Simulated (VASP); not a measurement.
# Ni (Fm-3m) in VASP: single point with r2SCAN

Aim: the single point of Ni with r2SCAN.

Everything below comes from runs of VASP 6.6.1. Logs are shortened: lines on timing, memory, paths and dates and some standing lists are left out, and cuts for length are marked.

### 1 The cell of the first run

The structure is cubic, space group Fm-3m (No. 225). Conventional cell: a = 3.531 Å, b = 3.531 Å, c = 3.531 Å, α = 90.00°, β = 90.00°, γ = 90.00°. Within 3.3 Å of Ni (site symmetry m-3m) lie 12 Ni at 2.50 Å.

### 2 Single point, r2SCAN

File POSCAR:

```
Ni
1.0
    0.0000000000     -1.7657500000     -1.7657500000
   -3.5315000000     -1.7657500000     -1.7657500000
    0.0000000000      1.7657500000     -1.7657500000
Ni
2
Direct
    0.0000000000      0.0000000000      0.0000000000
    0.0000000000      0.5000000000      0.5000000000
```

File INCAR.step1:

```
SYSTEM = Ni
PREC = Accurate
ENCUT = 520
ISMEAR = -1
SIGMA = 0.1
LREAL = .FALSE.
LASPH = .TRUE.
NELM = 60
NBANDS = 17
ISYM = 0
GGA = PE
ALGO = Normal
EDIFF = 1E-4
LWAVE = .TRUE.
LCHARG = .FALSE.
```

File INCAR.step2:

```
SYSTEM = Ni
PREC = Accurate
ENCUT = 520
EDIFF = 1E-6
ISMEAR = -1
SIGMA = 0.1
LREAL = .FALSE.
LASPH = .TRUE.
NELM = 60
ALGO = Normal
ISIF = 2
LWAVE = .FALSE.
LCHARG = .FALSE.
METAGGA = R2SCAN
LMIXTAU = .TRUE.
NBANDS = 17
ISYM = 0
ISTART = 1
```

File KPOINTS:

```
regular mesh
0
G
  13 8 11
  0 0 0
```

Potentials or basis: VASP PAW PBE potentials, release 64 (Ni).

Started as:

```bash
cat potpaw_PBE.64/Ni/POTCAR > POTCAR
cp INCAR.step1 INCAR
mpirun -np 1 vasp_std > vasp.out
cp INCAR.step2 INCAR
mpirun -np 1 vasp_std > vasp.out
```

OUTCAR:

```text
SYSTEM = Ni
   PREC = Accurate
   ENCUT = 520
   EDIFF = 1E-6
   ISMEAR = -1
   LREAL = .FALSE.
   LASPH = .TRUE.
   NELM = 60
   ISIF = 2
   METAGGA = R2SCAN
   ISYM = 0
   ISTART = 1

 ion  position               nearest neighbor table
   1  0.000  0.000  0.000-   2 2.50   2 2.50   2 2.50   2 2.50   2 2.50   2 2.50   2 2.50   2 2.50

   2  0.000  0.500  0.500-   1 2.50   1 2.50   1 2.50   1 2.50   1 2.50   1 2.50   1 2.50   1 2.50

IMPORTANT INFORMATION: All symmetrisations will be switched off!
NOSYMM: (Re-)initialisation of all symmetry stuff for point group C_1.

----------------------------------------------------------------------------------------

                                     Primitive cell

  volume of cell :      22.0215

  direct lattice vectors                    reciprocal lattice vectors
     0.000000000 -1.765750000 -1.765750000     0.283165794 -0.283165794 -0.283165794
    -3.531500000 -1.765750000 -1.765750000    -0.283165794  0.000000000  0.000000000
     0.000000000  1.765750000 -1.765750000     0.000000000  0.283165794 -0.283165794

  length of vectors
     2.497147598  4.325186513  2.497147598     0.490457541  0.283165794  0.400456906

  position of ions in fractional coordinates (direct lattice)
     0.000000000  0.000000000  0.000000000
     0.000000000  0.500000000  0.500000000

  ion indices of the primitive-cell ions
   primitive index   ion index
                 1           1
                 2           2

----------------------------------------------------------------------------------------

 KPOINTS: regular mesh

Automatic generation of k-mesh.
 Grid dimensions read from file:
 generate k-points for:   13    8   11

 Generating k-lattice:

  Cartesian coordinates                     Fractional coordinates (reciprocal lattice)
     0.021781984 -0.021781984 -0.021781984     0.076923077  0.000000000  0.000000000
    -0.035395724  0.000000000  0.000000000     0.000000000  0.125000000  0.000000000
     0.000000000  0.025742345 -0.025742345     0.000000000  0.000000000  0.090909091

  Length of vectors
     0.037727503  0.035395724  0.036405173

  Shift w.r.t. Gamma in fractional coordinates (k-lattice)
     0.000000000  0.000000000  0.000000000

 -----------------------------------------------------------------------------
|                                                                             |
|           W    W    AA    RRRRR   N    N  II  N    N   GGGG   !!!           |
|           W    W   A  A   R    R  NN   N  II  NN   N  G    G  !!!           |
|           W    W  A    A  R    R  N N  N  II  N N  N  G       !!!           |
|           W WW W  AAAAAA  RRRRR   N  N N  II  N  N N  G  GGG   !            |
|           WW  WW  A    A  R   R   N   NN  II  N   NN  G    G                |
|           W    W  A    A  R    R  N    N  II  N    N   GGGG   !!!           |
|                                                                             |
|     Your reciprocal lattice and k-lattice belong to different lattice       |
|     classes:                                                                |
|                                                                             |
|        The reciprocal lattice is simple tetragonal,                         |
|        whereas your k-lattice is simple monoclinic.                         |
|                                                                             |
|     Results are often still useful ...                                      |
|                                                                             |
 -----------------------------------------------------------------------------

 WARNING: IBZKPT: internal override: KBLOWUP is changed to .FALSE.
      ... skipping the blow-up phase ...

 Subroutine IBZKPT returns following result:
 ===========================================

 Found    573 irreducible k-points:

 Following reciprocal coordinates:
            Coordinates               Weight
  0.000000  0.000000  0.000000      1.000000
  0.076923  0.000000  0.000000      2.000000
  0.153846  0.000000  0.000000      2.000000
  0.230769  0.000000  0.000000      2.000000
  0.307692  0.000000  0.000000      2.000000
  0.384615  0.000000  0.000000      2.000000
[... 16 lines left out ...]
  0.153846  0.250000  0.000000      2.000000
  0.230769  0.250000  0.000000      2.000000
 [... further k-points ...]
   k-points           NKPTS =    573   k-points in BZ     NKDIM =    573   number of bands    NBANDS=     17
   number of dos      NEDOS =    301   number of ions     NIONS =      2
   total plane-waves  NPLWV =  12800
   dimension x,y,z NGX =    20 NGY =   32 NGZ =   20
   dimension x,y,z NGXF=    40 NGYF=   64 NGZF=   40
   ions per type =               2
   NGX,Y,Z   is equivalent  to a cutoff of  13.31, 12.30, 13.31 a.u.
   NGXF,Y,Z  is equivalent  to a cutoff of  26.63, 24.60, 26.63 a.u.
 SYSTEM =  Ni
   PREC   = accura    normal or accurate (medium, high low for compatibility)
   ISTART =      1    job   : 0-new  1-cont  2-samecut
   ICHARG =      0    charge: 1-file 2-atom 10-const
   ISPIN  =      1    spin polarized calculation?
   LNONCOLLINEAR =      F non collinear calculations
   LSORBIT =      F    spin-orbit coupling
   LASPH  =      T    aspherical Exc in radial PAW
   ENCUT  =  520.0 eV  38.22 Ry    6.18 a.u.   4.64  8.04  4.64*2*pi/ulx,y,z
   NELM   =     60;   NELMIN=  2; NELMDL=  0     # of ELM steps
   EDIFF  = 0.1E-05   stopping-criterion for ELM
   LREAL  =      F    real-space projection
   EDIFFG = 0.1E-04   stopping-criterion for IOM
   NSW    =      0    number of steps for IOM
   IBRION =     -1    ionic relax: 0-MD 1-quasi-New 2-CG
   NFREE  =      0    steps in history (QN), initial steepest desc. (CG)
   ISIF   =      2    stress and relaxation
   ISYM   =      0    0-nonsym 1-usesym 2-fastsym
   POTIM  = 0.5000    time-step for ionic-motion
   TEBEG  =    0.0;   TEEND  =   0.0 temperature during run
   PSTRESS=    0.0 pullay stress
   NELECT =      20.0000    total number of electrons
   NUPDOWN=      -1.0000    fix difference up-down
   EMIN   =  10.00;   EMAX   =-10.00  energy-range for DOS
   EFERMI =   0.00;   METHOD = LEGACY
   ISMEAR =    -1;   SIGMA  =   0.10  broadening in eV -4-tet -1-fermi 0-gaus
   EFERMI_NEDOS =   21; number of points for ismear=-14 and -15
   IALGO  =     38    algorithm
   IMIX   =      4    mixing-type and parameters
     AMIX     =   0.40;   BMIX     =  1.00
     AMIX_MAG =   1.60;   BMIX_MAG =  1.00
  volume/ion in A,a.u.               =      11.01        74.30
  Fermi-wavevector in a.u.,A,eV,Ry     =   1.585388  2.995949 34.197641  2.513456
  Thomas-Fermi vector in A             =   2.684860
   LORBIT       =      0    0 simple, 1 ext, 2 COOP (PROOUT), +10 PAW based schemes
   METAGGA = R2SCAN    functional components
   LHFCALC =     F    Hartree Fock is set to
   AEXX    =    0.0000 exact exchange contribution
   IVDW    =     0    specifies the selected vdW correction
   LEPSILON=     F    determine dielectric tensor
   LRPA    =     F    only Hartree local field effects (RPA)
 non-spin polarized calculation
  energy-cutoff  :      520.00
  volume of cell :       22.02
 maximum number of plane-waves:       613
   NGX =  9   NGY = 17   NGZ =  9

 number of electron      19.9999988 magnetization

 Free energy of the ion-electron system (eV)
  ---------------------------------------------------
  ext. energy  EPLUGINS =         0.00000000
  ---------------------------------------------------
  free energy    TOTEN  =       -23.70594355 eV

  energy without entropy =      -23.53231850  energy(sigma->0) =      -23.61913103

 E-fermi :   8.8144     XC(G=0): -14.2718

 val. band max:        8.8134287451   @ k =  -0.4615  -0.2500   0.2727
 cond. band min:       8.8145534680   @ k =  -0.4615   0.3750   0.2727
 fundamental gap:      0.0011247229
 Fermi energy:         8.8144162302

 k-point     1 :       0.0000    0.0000    0.0000
  band No.  band energies     occupation
      1      -0.2659      2.00000
      2       4.4413      2.00000
      3       5.0830      2.00000
      4       6.9567      2.00000
      5       6.9596      2.00000
      6       6.9608      2.00000
[... 9 lines left out ...]
     16      29.2043      0.00000
     17      33.1174      0.00000

 k-point     2 :       0.0769    0.0000    0.0000
  band No.  band energies     occupation
      1      -0.0278      2.00000
      2       4.5276      2.00000
      3       5.1585      2.00000
      4       6.8934      2.00000
      5       7.0106      2.00000
      6       7.0125      2.00000
[... 9 lines left out ...]
     16      30.0545      0.00000
     17      32.5333      0.00000

 k-point     3 :       0.1538    0.0000    0.0000
  band No.  band energies     occupation
      1       0.6671      2.00000
      2       4.7679      2.00000
      3       5.3635      2.00000
      4       6.7345      2.00000
      5       7.1195      2.00000
      6       7.1210      2.00000
[... 9 lines left out ...]
     16      29.0001      0.00000
     17      30.8396      0.00000

 k-point     4 :       0.2308    0.0000    0.0000
  band No.  band energies     occupation
      1       1.7440      2.00000
      2       5.0389      2.00000
      3       5.6549      2.00000
      4       6.5841      2.00000
      5       7.0067      2.00000
      6       7.1534      2.00000
[... 9 lines left out ...]
     16      27.4525      0.00000
     17      31.3843      0.00000
[... 343 lines left out ...]
      1       0.2900      2.00000
      2       4.5197      2.00000
      3       5.2554      2.00000
      4       6.7953      2.00000
      5       7.0800      2.00000
      6       7.0885      2.00000
[... 9 lines left out ...]
     16      30.1939      0.00000
     17      31.3011      0.00000

 k-point    23 :       0.1538    0.2500    0.0000
  band No.  band energies     occupation
      1       0.4822      2.00000
      2       4.7643      2.00000
      3       5.3105      2.00000
      4       6.7660      2.00000
      5       7.1012      2.00000
      6       7.1045      2.00000
[... 9 lines left out ...]
     16      30.0185      0.00000
     17      30.7604      0.00000

 k-point    24 :       0.2308    0.2500    0.0000
  band No.  band energies     occupation
      1       1.1216      2.00000
      2       5.0909      2.00000
      3       5.4703      2.00000
      4       6.6008      2.00000
      5       7.1654      2.00000
      6       7.2408      2.00000
[... 9 lines left out ...]
     16      28.8090      0.00000
     17      30.1559      0.00000

 [... further k-points ...]

------------------------ aborting loop because EDIFF is reached ----------------------------------------

  FORCE on cell =-STRESS in cart. coord.  units (eV):
  Direction    XX          YY          ZZ          XY          YZ          ZX
  --------------------------------------------------------------------------------------
  -------------------------------------------------------------------------------------
  Total       -1.4439949     -1.4248349     -1.4248369     -0.0012636     -0.0100791     -0.0012634
  in kB     -105.0578707   -103.6638851   -103.6640304     -0.0919322     -0.7333046     -0.0919158
  external PRESSURE =    -104.1285954 kB  Pullay stress =       0.0000000 kB

 VOLUME and BASIS-vectors are now :
 -----------------------------------------------------------------------------
  energy-cutoff  :      520.00
  volume of cell :       22.02
      direct lattice vectors                 reciprocal lattice vectors
     0.000000000 -1.765750000 -1.765750000     0.283165794 -0.283165794 -0.283165794
    -3.531500000 -1.765750000 -1.765750000    -0.283165794  0.000000000  0.000000000
     0.000000000  1.765750000 -1.765750000     0.000000000  0.283165794 -0.283165794

 POSITION                                       TOTAL-FORCE (eV/Angst)
 -----------------------------------------------------------------------------------
      0.00000      0.00000      0.00000        -0.000000     -0.000000      0.000000
     -1.76575      0.00000     -1.76575         0.000000      0.000000     -0.000000
 -----------------------------------------------------------------------------------
    total drift:                               -0.000000      0.000000      0.000000

  FREE ENERGIE OF THE ION-ELECTRON SYSTEM (eV)
  ---------------------------------------------------
  free  energy   TOTEN  =       -23.7059435520 eV

  energy  without entropy=      -23.5323184994  energy(sigma->0) =      -23.61913103
```

Run time: 8.5 min. Hardware: 1 thread of Intel Xeon Platinum 8375C at 2.90GHz (Ice Lake), shared host; peak memory 0.29 GiB.

What came out:

```
Free energy            : -23.7059 eV
Pressure               : -10.4 GPa
Band gap on the k mesh : zero (bands 10 and 11 overlap by 0.76 eV)
```

Caveat: the cell stands under tension; the PAW data sets were made with another functional, which shifts forces and pressure a little; the run has no spin polarisation, though such a crystal can be magnetic.
